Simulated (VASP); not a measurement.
# Ni (Pm-3n) in VASP: single point with r2SCAN

Aim: the single point of Ni with r2SCAN.

Everything below comes from runs of VASP 6.6.1. Logs are shortened: lines on timing, memory, paths and dates and some standing lists are left out, and cuts for length are marked.

### 1 The cell of the first run

Symmetry: Pm-3n, No. 223, cubic system. The conventional cell has a = 4.399 Å, b = 4.399 Å, c = 4.399 Å, α = 90.00°, β = 90.00°, γ = 90.00°. Ni (site symmetry m-3) has 12 Ni at 2.46 Å within 3.2 Å. Within 2.9 Å of Ni (site symmetry -4m2) lie 14 Ni at 2.20 to 2.69 Å.

### 2 Single point, r2SCAN

The input, POSCAR:

```
Ni
1.0
    4.3988778704      0.0000000000      0.0000000000
    0.0000000000      4.3988778704      0.0000000000
    0.0000000000      0.0000000000      4.3988778704
Ni
8
Direct
    0.0000000000      1.0000000000      0.0000000000
    0.5000000000      0.5000000000      0.5000000000
    0.2500000000      0.0000000000      0.5000000000
    0.7500000000      0.0000000000      0.5000000000
    0.5000000000      0.2500000000      0.0000000000
    0.5000000000      0.7500000000      0.0000000000
    1.0000000000      0.5000000000      0.2500000000
    1.0000000000      0.5000000000      0.7500000000
```

The input, INCAR.step1:

```
ALGO     = Normal         # electronic algorithm
EDIFF    = 1E-4           # SCF threshold, eV
ENCUT    = 520            # plane-wave cutoff, eV
GGA      = PE             # functional
ISMEAR   = -1             # smearing method
LASPH    = T              # aspherical terms in the spheres
LCHARG   = F              # write CHGCAR
LREAL    = F              # projectors in reciprocal space
LWAVE    = T              # write WAVECAR
NBANDS   = 50             # bands
NELM     = 80             # most SCF steps
PREC     = Accurate       # precision mode
SIGMA    = 0.1            # smearing width, eV
```

The input, INCAR.step2:

```
ALGO     = Normal         # electronic algorithm
EDIFF    = 1E-6           # SCF threshold, eV
ENCUT    = 520            # plane-wave cutoff, eV
ISIF     = 2              # what is computed and relaxed
ISMEAR   = -1             # smearing method
ISTART   = 1            
LASPH    = T              # aspherical terms in the spheres
LCHARG   = T              # write CHGCAR
LELF     = T              # ELF
LMIXTAU  = T            
LREAL    = F              # projectors in reciprocal space
LVHAR    = T            
LWAVE    = F              # write WAVECAR
METAGGA  = R2SCAN         # meta-GGA
NBANDS   = 50             # bands
NELM     = 80             # most SCF steps
PREC     = Accurate       # precision mode
SIGMA    = 0.1            # smearing width, eV
```

The input, KPOINTS:

```
k-points
0
Gamma
  6 6 6
```

Potentials or basis: VASP PAW PBE potentials, release 64 (Ni).

The run is started by

```console
cat potpaw_PBE.64/Ni/POTCAR > POTCAR
cp INCAR.step1 INCAR
mpirun -np 1 vasp_std > vasp.out
cp INCAR.step2 INCAR
mpirun -np 1 vasp_std > vasp.out
```

OUTCAR:

```text
EDIFF = 1E-6
   ENCUT = 520
   ISIF = 2
   ISMEAR = -1
   ISTART = 1
   LASPH = T
   LREAL = F
   METAGGA = R2SCAN
   NELM = 80
   PREC = Accurate

 ion  position               nearest neighbor table
   1  0.000  0.000  0.000-   3 2.46   4 2.46   5 2.46   6 2.46   7 2.46   8 2.46   3 2.46   4 2.46
                             7 2.46   8 2.46   5 2.46   6 2.46
   2  0.500  0.500  0.500-   3 2.46   4 2.46   5 2.46   6 2.46   7 2.46   8 2.46   5 2.46   6 2.46
                             3 2.46   4 2.46   7 2.46   8 2.46
   3  0.250  0.000  0.500-   4 2.20   4 2.20   1 2.46   1 2.46   2 2.46   2 2.46   8 2.69   5 2.69
                             5 2.69   6 2.69   6 2.69   7 2.69   8 2.69   7 2.69
   4  0.750  0.000  0.500-   3 2.20   3 2.20   1 2.46   1 2.46   2 2.46   2 2.46   8 2.69   5 2.69
                             5 2.69   6 2.69   6 2.69   7 2.69   8 2.69   7 2.69
   5  0.500  0.250  0.000-   6 2.20   6 2.20   1 2.46   2 2.46   2 2.46   1 2.46   8 2.69   4 2.69
                             3 2.69   4 2.69   3 2.69   7 2.69   7 2.69   8 2.69
   6  0.500  0.750  0.000-   5 2.20   5 2.20   1 2.46   2 2.46   2 2.46   1 2.46   8 2.69   4 2.69
                             3 2.69   4 2.69   3 2.69   7 2.69   7 2.69   8 2.69
   7  0.000  0.500  0.250-   8 2.20   8 2.20   1 2.46   2 2.46   1 2.46   2 2.46   3 2.69   4 2.69
                             5 2.69   3 2.69   4 2.69   6 2.69   5 2.69   6 2.69
   8  0.000  0.500  0.750-   7 2.20   7 2.20   1 2.46   2 2.46   1 2.46   2 2.46   3 2.69   4 2.69
                             5 2.69   3 2.69   4 2.69   6 2.69   5 2.69   6 2.69

  LATTYP: Found a simple cubic cell.
 ALAT       =     4.3988778704

  Lattice vectors:

 A1 = (   4.3988778704,   0.0000000000,   0.0000000000)
 A2 = (   0.0000000000,   4.3988778704,   0.0000000000)
 A3 = (   0.0000000000,   0.0000000000,   4.3988778704)

Analysis of symmetry for initial positions (statically):
=====================================================================
 Subroutine PRICEL returns:
 Original cell was already a primitive cell.

 Routine SETGRP: Setting up the symmetry group for a
 simple cubic supercell.

 Subroutine GETGRP returns: Found 48 space group operations
 (whereof 24 operations were pure point group operations)
 out of a pool of 48 trial point group operations.

The static configuration has the point symmetry T_h .
 The point group associated with its full space group is O_h .

Analysis of symmetry for dynamics (positions and initial velocities):
=====================================================================
 Subroutine PRICEL returns:
 Original cell was already a primitive cell.

 Routine SETGRP: Setting up the symmetry group for a
 simple cubic supercell.

 Subroutine GETGRP returns: Found 48 space group operations
 (whereof 24 operations were pure point group operations)
 out of a pool of 48 trial point group operations.

The dynamic configuration has the point symmetry T_h .
 The point group associated with its full space group is O_h .

 Subroutine INISYM returns: Found 48 space group operations
 (whereof 24 operations are pure point group operations),
 and found     1 'primitive' translations

----------------------------------------------------------------------------------------

                                     Primitive cell

  volume of cell :      85.1188

  direct lattice vectors                    reciprocal lattice vectors
     4.398877870  0.000000000  0.000000000     0.227330703  0.000000000  0.000000000
     0.000000000  4.398877870  0.000000000     0.000000000  0.227330703  0.000000000
     0.000000000  0.000000000  4.398877870     0.000000000  0.000000000  0.227330703

  length of vectors
     4.398877870  4.398877870  4.398877870     0.227330703  0.227330703  0.227330703

  position of ions in fractional coordinates (direct lattice)
     0.000000000  0.000000000  0.000000000
     0.500000000  0.500000000  0.500000000
     0.250000000  0.000000000  0.500000000
     0.750000000  0.000000000  0.500000000
     0.500000000  0.250000000  0.000000000
     0.500000000  0.750000000  0.000000000
     0.000000000  0.500000000  0.250000000
     0.000000000  0.500000000  0.750000000

  ion indices of the primitive-cell ions
   primitive index   ion index
                 1           1
                 2           2
                 3           3
                 4           4
                 5           5
                 6           6
                 7           7
                 8           8

----------------------------------------------------------------------------------------

 KPOINTS: k-points

Automatic generation of k-mesh.
 Grid dimensions read from file:
 generate k-points for:    6    6    6

 Generating k-lattice:

  Cartesian coordinates                     Fractional coordinates (reciprocal lattice)
     0.037888451  0.000000000  0.000000000     0.166666667  0.000000000  0.000000000
     0.000000000  0.037888451  0.000000000     0.000000000  0.166666667  0.000000000
     0.000000000  0.000000000  0.037888451     0.000000000  0.000000000  0.166666667

  Length of vectors
     0.037888451  0.037888451  0.037888451

  Shift w.r.t. Gamma in fractional coordinates (k-lattice)
     0.000000000  0.000000000  0.000000000

 Subroutine IBZKPT returns following result:
 ===========================================

 Found     20 irreducible k-points:

 Following reciprocal coordinates:
            Coordinates               Weight
  0.000000  0.000000  0.000000      1.000000
  0.166667  0.000000  0.000000      6.000000
  0.333333  0.000000  0.000000      6.000000
  0.500000  0.000000  0.000000      3.000000
  0.166667  0.166667  0.000000     12.000000
  0.333333  0.166667  0.000000     24.000000
[... 12 lines left out ...]
  0.500000  0.500000  0.333333      6.000000
  0.500000  0.500000  0.500000      1.000000
   k-points           NKPTS =     20   k-points in BZ     NKDIM =     20   number of bands    NBANDS=     50
   number of dos      NEDOS =    301   number of ions     NIONS =      8
   total plane-waves  NPLWV =  46656
   dimension x,y,z NGX =    36 NGY =   36 NGZ =   36
   dimension x,y,z NGXF=    72 NGYF=   72 NGZF=   72
   ions per type =               8
   NGX,Y,Z   is equivalent  to a cutoff of  13.61, 13.61, 13.61 a.u.
   NGXF,Y,Z  is equivalent  to a cutoff of  27.21, 27.21, 27.21 a.u.
 SYSTEM =  unknown system
   PREC   = accura    normal or accurate (medium, high low for compatibility)
   ISTART =      1    job   : 0-new  1-cont  2-samecut
   ICHARG =      0    charge: 1-file 2-atom 10-const
   ISPIN  =      1    spin polarized calculation?
   LNONCOLLINEAR =      F non collinear calculations
   LSORBIT =      F    spin-orbit coupling
   LASPH  =      T    aspherical Exc in radial PAW
   ENCUT  =  520.0 eV  38.22 Ry    6.18 a.u.   8.18  8.18  8.18*2*pi/ulx,y,z
   NELM   =     80;   NELMIN=  2; NELMDL=  0     # of ELM steps
   EDIFF  = 0.1E-05   stopping-criterion for ELM
   LREAL  =      F    real-space projection
   EDIFFG = 0.1E-04   stopping-criterion for IOM
   NSW    =      0    number of steps for IOM
   IBRION =     -1    ionic relax: 0-MD 1-quasi-New 2-CG
   NFREE  =      0    steps in history (QN), initial steepest desc. (CG)
   ISIF   =      2    stress and relaxation
   ISYM   =      2    0-nonsym 1-usesym 2-fastsym
   POTIM  = 0.5000    time-step for ionic-motion
   TEBEG  =    0.0;   TEEND  =   0.0 temperature during run
   PSTRESS=    0.0 pullay stress
   NELECT =      80.0000    total number of electrons
   NUPDOWN=      -1.0000    fix difference up-down
   EMIN   =  10.00;   EMAX   =-10.00  energy-range for DOS
   EFERMI =   0.00;   METHOD = LEGACY
   ISMEAR =    -1;   SIGMA  =   0.10  broadening in eV -4-tet -1-fermi 0-gaus
   EFERMI_NEDOS =   21; number of points for ismear=-14 and -15
   IALGO  =     38    algorithm
   IMIX   =      4    mixing-type and parameters
     AMIX     =   0.40;   BMIX     =  1.00
     AMIX_MAG =   1.60;   BMIX_MAG =  1.00
  volume/ion in A,a.u.               =      10.64        71.80
  Fermi-wavevector in a.u.,A,eV,Ry     =   1.603601  3.030366 34.987864  2.571535
  Thomas-Fermi vector in A             =   2.700238
   LORBIT       =      0    0 simple, 1 ext, 2 COOP (PROOUT), +10 PAW based schemes
   METAGGA = R2SCAN    functional components
   LHFCALC =     F    Hartree Fock is set to
   AEXX    =    0.0000 exact exchange contribution
   IVDW    =     0    specifies the selected vdW correction
   LEPSILON=     F    determine dielectric tensor
   LRPA    =     F    only Hartree local field effects (RPA)
 non-spin polarized calculation
  energy-cutoff  :      520.00
  volume of cell :       85.12
 maximum number of plane-waves:      2320
 NGX is ok and might be reduce to    36
   NGX = 17   NGY = 17   NGZ = 17

 number of electron      79.9999975 magnetization

 Free energy of the ion-electron system (eV)
  ---------------------------------------------------
  ext. energy  EPLUGINS =         0.00000000
  ---------------------------------------------------
  free energy    TOTEN  =       -93.99292564 eV

  energy without entropy =      -93.38036496  energy(sigma->0) =      -93.68664530

 E-fermi :   9.3296     XC(G=0): -14.4864

 val. band max:        9.3284901781   @ k =   0.1667   0.1667   0.0000
 cond. band min:       9.3318779028   @ k =   0.3333   0.1667   0.0000
 fundamental gap:      0.0033877247
 Fermi energy:         9.3295524124

 k-point     1 :       0.0000    0.0000    0.0000
  band No.  band energies     occupation
      1      -0.0119      2.00000
      2       4.5363      2.00000
      3       4.5363      2.00000
      4       5.1990      2.00000
      5       5.6283      2.00000
      6       5.6283      2.00000
[... 42 lines left out ...]
     49      18.2536      0.00000
     50      18.2536      0.00000

 k-point     2 :       0.1667    0.0000    0.0000
  band No.  band energies     occupation
      1       0.2287      2.00000
      2       4.2982      2.00000
      3       4.6773      2.00000
      4       4.8897      2.00000
      5       5.5812      2.00000
      6       5.5812      2.00000
[... 42 lines left out ...]
     49      16.7285      0.00000
     50      16.7916      0.00000

 k-point     3 :       0.3333    0.0000    0.0000
  band No.  band energies     occupation
      1       0.9301      2.00000
      2       3.3094      2.00000
      3       4.6912      2.00000
      4       4.8763      2.00000
      5       5.5204      2.00000
      6       5.5204      2.00000
[... 42 lines left out ...]
     49      15.4491      0.00000
     50      15.6654      0.00000

 k-point     4 :       0.5000    0.0000    0.0000
  band No.  band energies     occupation
      1       2.0187      2.00000
      2       2.0187      2.00000
      3       4.7684      2.00000
      4       4.7684      2.00000
      5       5.5106      2.00000
      6       5.5106      2.00000
[... 787 lines left out ...]
 k-point    19 :       0.5000    0.5000    0.3333
  band No.  band energies     occupation
      1       4.2310      2.00000
      2       4.2349      2.00000
      3       4.2619      2.00000
      4       4.2619      2.00000
      5       5.0052      2.00000
      6       5.1434      2.00000
[... 42 lines left out ...]
     49      21.3096      0.00000
     50      21.6428      0.00000

 k-point    20 :       0.5000    0.5000    0.5000
  band No.  band energies     occupation
      1       4.7257      2.00000
      2       4.7257      2.00000
      3       4.7257      2.00000
      4       4.7257      2.00000
      5       4.7257      2.00000
      6       4.7257      2.00000
[... 42 lines left out ...]
     49      24.6814      0.00000
     50      24.6822      0.00000

------------------------ aborting loop because EDIFF is reached ----------------------------------------

  FORCE on cell =-STRESS in cart. coord.  units (eV):
  Direction    XX          YY          ZZ          XY          YZ          ZX
  --------------------------------------------------------------------------------------
  -------------------------------------------------------------------------------------
  Total        0.2605435      0.2605435      0.2605435     -0.0000000      0.0000000     -0.0000000
  in kB        4.9041646      4.9041646      4.9041646     -0.0000000      0.0000000     -0.0000000
  external PRESSURE =       4.9041646 kB  Pullay stress =       0.0000000 kB

 VOLUME and BASIS-vectors are now :
 -----------------------------------------------------------------------------
  energy-cutoff  :      520.00
  volume of cell :       85.12
      direct lattice vectors                 reciprocal lattice vectors
     4.398877870  0.000000000  0.000000000     0.227330703  0.000000000  0.000000000
     0.000000000  4.398877870  0.000000000     0.000000000  0.227330703  0.000000000
     0.000000000  0.000000000  4.398877870     0.000000000  0.000000000  0.227330703

 POSITION                                       TOTAL-FORCE (eV/Angst)
 -----------------------------------------------------------------------------------
      0.00000      0.00000      0.00000         0.000000      0.000000      0.000000
      2.19944      2.19944      2.19944         0.000000      0.000000      0.000000
      1.09972      0.00000      2.19944         0.000000      0.000000      0.000000
      3.29916      0.00000      2.19944        -0.000000     -0.000000      0.000000
      2.19944      1.09972      0.00000         0.000000      0.000000      0.000000
      2.19944      3.29916      0.00000        -0.000000     -0.000000     -0.000000
      0.00000      2.19944      1.09972         0.000000     -0.000000     -0.000000
      0.00000      2.19944      3.29916        -0.000000     -0.000000      0.000000
 -----------------------------------------------------------------------------------
    total drift:                                0.000000      0.000000     -0.000000

  FREE ENERGIE OF THE ION-ELECTRON SYSTEM (eV)
  ---------------------------------------------------
  free  energy   TOTEN  =       -93.9929256382 eV

  energy  without entropy=      -93.3803649592  energy(sigma->0) =      -93.68664530
```

Run time: 3.7 min. Hardware: 1 thread of Intel Xeon Platinum 8488C (Sapphire Rapids), shared host; peak memory 0.23 GiB.

What came out:

* Free energy: -93.9929 eV
* Pressure: 0.5 GPa
* Band gap on the k mesh: zero (bands 40 and 41 overlap by 0.13 eV)

Caveat: the PAW data sets were made with another functional, which shifts forces and pressure a little; the run has no spin polarisation, though such a crystal can be magnetic. Spin polarisation is off, so any magnetic state and its effect on volume and gap are missing.
